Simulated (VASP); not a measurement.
Crystal: MgO.

```
CELL_PARAMETERS angstrom
2.93802 0.00000 0.00000
-1.46901 2.54440 0.00000
0.00000 0.00000 2.67968
ATOMIC_POSITIONS crystal
Mg 0.00000 0.00000 0.00000
O 0.33333 0.66667 0.50000
```

| Item | Value |
| --- | --- |
| Program | VASP 6.6.1 |
| Task | relaxation of cell and atoms |
| Functional | HSE06 |
| Potentials or basis | VASP PAW PBE potentials, release 64 (Mg, O) |
| Cutoff | 600 eV |
| k mesh | 5 × 5 × 5 |
| Occupations | fermi-dirac, width 0.05 eV |
| Spin | no spin polarisation |

At the start: pressure -6.3 GPa; volume 10.02 Å³/atom.

**Question.** How do energy, volume and symmetry change on relaxing?

**Answer.** Over 5 steps the energy falls by 8.6 meV/atom and the volume is 9.59 Å³/atom (-4.2 %); space group P-6m2 (No. 187, to 0.1 Å) before and after.

Step by step:
```
step  energy change (eV)  largest force (eV/Å)  pressure (GPa)  volume (Å³)
   1              0.0000                0.0000           -6.25        20.03
   2             -0.0146                0.0000            2.38        18.92
   3             -0.0169                0.0000           -0.09        19.21
   4             -0.0171                0.0000            0.08        19.17
   5             -0.0172                0.0000            0.01        19.18
```

Final structure:
```
CELL_PARAMETERS angstrom
2.89566 0.00000 0.00000
-1.44783 2.50771 0.00000
0.00000 0.00000 2.64159
ATOMIC_POSITIONS crystal
Mg 0.00000 0.00000 0.00000
O 0.33333 0.66667 0.50000
```

Caveat: the k points lie up to 0.50 Å⁻¹ apart in the final cell; the PAW data sets were made with another functional, which shifts forces and pressure a little.
